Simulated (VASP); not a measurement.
## Ba: single point with PBEsol

Crystal: Ba.

```
CELL_PARAMETERS angstrom
4.02614 0.00000 0.00000
0.00000 4.02614 0.00000
0.00000 0.00000 3.62942
ATOMIC_POSITIONS crystal
Ba 0.50000 0.50000 0.50000
```

```yaml
Program: VASP 6.6.1
Task: single point
Functional: PBEsol
Potentials_or_basis: VASP PAW PBE potentials, release 64 (Ba_sv)
Cutoff: 520 eV
k_mesh: 7 × 7 × 8
Occupations: fermi-dirac, width 0.15 eV
Spin: no spin polarisation
Dipole_correction: no
Further_INCAR_settings: ALGO = Normal; EDIFF = 1e-06; NBANDS = 11
```

```yaml
Pressure: -0.1 GPa
Band_gap_on_the_k_mesh: zero (band 5 reaches 1.94 eV, above the bottom of band 6 at 1.44 eV)
```

Stress tensor (GPa, compression positive):
```
-1.22  0.00  0.00
 0.00 -1.22  0.00
 0.00  0.00  2.13
```

Levels at points of the mesh, in eV from the Fermi level:
```tsv
k point	band 2	band 3	band 4	band 5	band 6	band 7	band 8	band 9
(0.00, 0.00, 0.00)	-13.89	-13.89	-13.54	-2.57	-0.05	0.00	4.67	5.50
(0.00, 0.00, 0.50)	-14.91	-13.74	-13.74	-0.30	0.95	1.28	2.12	2.12
```

It took 40 s on 1 thread of AMD EPYC 7R13, on a shared host, peak memory 0.15 GiB.

Caveat: the PAW data sets were made with another functional, which shifts forces and pressure a little; spin-orbit coupling is left out, which moves the levels of the heavy elements.
